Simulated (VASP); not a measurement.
# CuI (P6_3/mmc) in VASP: dielectric tensor with PBE

Aim: the dielectric tensor of CuI with PBE.

Program: VASP 6.6.1. These are calculated values, not measurements. Logs are shortened: lines on timing, memory, paths and dates and some standing lists are left out, and cuts for length are marked.

## 1. The cell of the first run

It takes space group P6_3/mmc (No. 194, hexagonal). The conventional cell has a = 4.147 Å, b = 4.147 Å, c = 6.336 Å, α = 90.00°, β = 90.00°, γ = 120.00°. Within 3.8 Å of Cu (site symmetry -3m) lie 6 I at 2.87 Å and 2 Cu at 3.17 Å. I (site symmetry -6m2) has 6 Cu at 2.87 Å within 3.8 Å.

## 2. Dielectric tensor, PBE

Contents of INCAR:

```
PREC     = Accurate       # precision mode
ENCUT    = 520            # plane-wave cutoff, eV
EDIFF    = 1E-8           # SCF threshold, eV
ISMEAR   = 0              # smearing method
SIGMA    = 0.01           # smearing width, eV
LREAL    = F              # projectors in reciprocal space
LASPH    = T              # aspherical terms in the spheres
NELM     = 60             # most SCF steps
ALGO     = Normal         # electronic algorithm
ISIF     = 2              # what is computed and relaxed
LWAVE    = F              # write WAVECAR
LCHARG   = F              # write CHGCAR
GGA      = PE             # functional
LEPSILON = T              # dielectric tensor by DFPT
```

Contents of KPOINTS:

```
Automatic mesh
0
Gamma
  6 6 4
```

Contents of POSCAR:

```
CuI
1.0
    4.1473371115      0.0000000000      0.0000000000
   -2.0736685558      3.5916992967      0.0000000000
    0.0000000000      0.0000000000      6.3363560900
Cu I
2 2
Direct
    0.0000000000      0.0000000000      0.0000000000
    0.0000000000      0.0000000000      0.5000000000
    0.3333333333      0.6666666667      0.2500000000
    0.6666666667      0.3333333333      0.7500000000
```

Potentials or basis: VASP PAW PBE potentials, release 64 (Cu, I).

Started as:

```
> cat potpaw_PBE.64/Cu/POTCAR potpaw_PBE.64/I/POTCAR > POTCAR
> mpirun -np 1 vasp_std > vasp.out
```

OUTCAR:

```text
PREC = Accurate
   ENCUT = 520
   EDIFF = 1E-8
   ISMEAR = 0
   LREAL = F
   LASPH = T
   NELM = 60
   ISIF = 2
   GGA = PE
   LEPSILON = T

 ion  position               nearest neighbor table
   1  0.000  0.000  0.000-   3 2.87   4 2.87   4 2.87   3 2.87   4 2.87   3 2.87
   2  0.000  0.000  0.500-   3 2.87   4 2.87   4 2.87   3 2.87   4 2.87   3 2.87
   3  0.333  0.667  0.250-   1 2.87   2 2.87   1 2.87   2 2.87   1 2.87   2 2.87
   4  0.667  0.333  0.750-   1 2.87   2 2.87   1 2.87   2 2.87   1 2.87   2 2.87

  LATTYP: Found a hexagonal cell.
 ALAT       =     4.1473371115
 C/A-ratio  =     1.5278131292

  Lattice vectors:

 A1 = (   4.1473371115,   0.0000000000,   0.0000000000)
 A2 = (  -2.0736685558,   3.5916992967,   0.0000000000)
 A3 = (   0.0000000000,   0.0000000000,   6.3363560900)

Analysis of symmetry for initial positions (statically):
=====================================================================
 Subroutine PRICEL returns:
 Original cell was already a primitive cell.

 Routine SETGRP: Setting up the symmetry group for a
 hexagonal supercell.

 Subroutine GETGRP returns: Found 24 space group operations
 (whereof 12 operations were pure point group operations)
 out of a pool of 24 trial point group operations.

The static configuration has the point symmetry D_3d.
 The point group associated with its full space group is D_6h.

Analysis of symmetry for dynamics (positions and initial velocities):
=====================================================================
 Subroutine PRICEL returns:
 Original cell was already a primitive cell.

 Routine SETGRP: Setting up the symmetry group for a
 hexagonal supercell.

 Subroutine GETGRP returns: Found 24 space group operations
 (whereof 12 operations were pure point group operations)
 out of a pool of 24 trial point group operations.

The dynamic configuration has the point symmetry D_3d.
 The point group associated with its full space group is D_6h.

 Subroutine INISYM returns: Found 24 space group operations
 (whereof 12 operations are pure point group operations),
 and found     1 'primitive' translations
[... 689 lines left out ...]
      0.00000      0.00000      0.00000         0.000000      0.000000      0.000000
      0.00000      0.00000      3.16818         0.000000      0.000000      0.000000
     -0.00000      2.39447      1.58409         0.000000     -0.000000      0.000000
      2.07367      1.19723      4.75227        -0.000000      0.000000      0.000000
 -----------------------------------------------------------------------------------
    total drift:                                0.000000     -0.000000      0.000000

  FREE ENERGIE OF THE ION-ELECTRON SYSTEM (eV)
  ---------------------------------------------------
  free  energy   TOTEN  =       -10.1769304744 eV

  energy  without entropy=      -10.1769304744  energy(sigma->0) =      -10.17693047

 HEAD OF MICROSCOPIC STATIC DIELECTRIC TENSOR (INDEPENDENT PARTICLE, excluding Hartree and local field effects)
 ------------------------------------------------------
          12.087161    -0.000000     0.000000
          -0.000000    12.087161     0.000000
          -0.000000     0.000000    11.789642
 ------------------------------------------------------

 Free energy of the ion-electron system (eV)
  ---------------------------------------------------
  ---------------------------------------------------
  free energy    TOTEN  =        -2.91934785 eV

  energy without entropy =       -2.91934785

------------------------ aborting loop because EDIFF is reached ----------------------------------------

--------------------------------------- Ionic step        2  -------------------------------------------

------------------------ aborting loop because EDIFF is reached ----------------------------------------

--------------------------------------- Ionic step        3  -------------------------------------------

 Free energy of the ion-electron system (eV)
  ---------------------------------------------------
  ---------------------------------------------------
  free energy    TOTEN  =        -2.84438358 eV

  energy without entropy =       -2.84438358

------------------------ aborting loop because EDIFF is reached ----------------------------------------

 PIEZOELECTRIC TENSOR FIELD DIRECTION 3  (e Angst)
 -----------------------------------------------------------------------------
     0.00903 -0.00000  0.00000           (  0.00001 -0.00000  0.00000)
    -0.00000  0.00903 -0.00000           ( -0.00000  0.00001  0.00000)
    -0.00000  0.00000 -0.00091           (  0.00000  0.00000  0.00008)

 PIEZOELECTRIC TENSOR FIELD DIRECTION 3  (C/m^2)
 -----------------------------------------------------------------------------
     0.00153 -0.00000  0.00000
    -0.00000  0.00153 -0.00000
    -0.00000  0.00000 -0.00015

 MACROSCOPIC STATIC DIELECTRIC TENSOR (including local field effects in DFT)
 ------------------------------------------------------
          11.699941    -0.000000     0.000000
          -0.000000    11.699941     0.000000
           0.000000     0.000000    11.446513
 ------------------------------------------------------

 PIEZOELECTRIC TENSOR (including local field effects)  for field in x, y, z        (e  Angst)
          XX          YY          ZZ          XY          YZ          ZX
  --------------------------------------------------------------------------------
  x     0.00000     0.00000     0.00000     0.00000     0.00000     0.00000
  y     0.00000     0.00000     0.00000     0.00000     0.00000     0.00000
  z     0.00000     0.00000     0.00000     0.00000     0.00000     0.00000

 PIEZOELECTRIC TENSOR (including local field effects)  for field in x, y, z        (C/m^2)
          XX          YY          ZZ          XY          YZ          ZX
  --------------------------------------------------------------------------------
  x     0.00000     0.00000     0.00000     0.00000     0.00000     0.00000
  y     0.00000     0.00000     0.00000     0.00000     0.00000     0.00000
  z     0.00000     0.00000     0.00000     0.00000     0.00000     0.00000

 BORN EFFECTIVE CHARGES (including local field effects) (in |e|, cummulative output)
 ---------------------------------------------------------------------------------
 ion    1
    1     1.92498    -0.00000     0.00000
    2    -0.00000     1.92498    -0.00000
    3    -0.00000     0.00000     1.88155
 ion    2
    1     1.92498    -0.00000    -0.00000
    2    -0.00000     1.92498     0.00000
    3    -0.00000     0.00000     1.88155
 ion    3
    1    -1.92498     0.00000     0.00000
    2     0.00000    -1.92498     0.00000
    3     0.00000     0.00000    -1.88155
 ion    4
    1    -1.92498     0.00000     0.00000
    2     0.00000    -1.92498     0.00000
    3     0.00000     0.00000    -1.88155
```

OSZICAR:

```text
N       E                     dE             d eps       ncg     rms          rms(c)
DAV:   1     0.270595589514E+03    0.27060E+03   -0.15612E+04   924   0.187E+03
DAV:   2     0.158131128523E+02   -0.25478E+03   -0.24842E+03   924   0.358E+02
[... 12 lines left out ...]
RMM:  12    -0.284437964727E+01   -0.87406E-05   -0.86198E-08  1481   0.250E-03    0.635E-04
RMM:  13    -0.284438457160E+01   -0.49243E-05    0.26014E-09  1501   0.882E-04    0.239E-04
RMM:  14    -0.284438581888E+01   -0.12473E-05   -0.47720E-08  1494   0.422E-04    0.875E-05
RMM:  15    -0.284438412724E+01    0.16916E-05   -0.60787E-08  1239   0.185E-04    0.798E-05
RMM:  16    -0.284438422513E+01   -0.97886E-07   -0.79247E-08   619   0.122E-04    0.207E-05
RMM:  17    -0.284438362415E+01    0.60098E-06   -0.63245E-08   604   0.125E-04    0.133E-05
RMM:  18    -0.284438357675E+01    0.47396E-07   -0.31116E-08   533   0.119E-04    0.276E-06
```

Run time: 5 min. Hardware: 1 thread of Intel Xeon 6975P-C (Granite Rapids), shared host; peak memory 0.39 GiB.

Results:

| Quantity | Value |
| --- | --- |
| Band gap on the k mesh | 0.49 eV (least direct gap 0.70 eV) |
| Electronic dielectric tensor (diagonal) | 11.70, 11.70, 11.45 |
| Born charges (mean of the diagonal) | Cu +1.91; I -1.91 e |

Electronic dielectric tensor:
```
11.70  0.00  0.00
 0.00 11.70  0.00
 0.00  0.00 11.45
```

Born effective charge tensors (e):
atom 1, Cu
```
1.92 0.00 0.00
0.00 1.92 0.00
0.00 0.00 1.88
```
atom 2, Cu
```
1.92 0.00 0.00
0.00 1.92 0.00
0.00 0.00 1.88
```
atom 3, I
```
-1.92  0.00  0.00
 0.00 -1.92  0.00
 0.00  0.00 -1.88
```
atom 4, I
```
-1.92  0.00  0.00
 0.00 -1.92  0.00
 0.00  0.00 -1.88
```

Caveat: the gap is small at this level, which inflates the dielectric constant; spin-orbit coupling is left out, which moves the levels of the heavy elements.
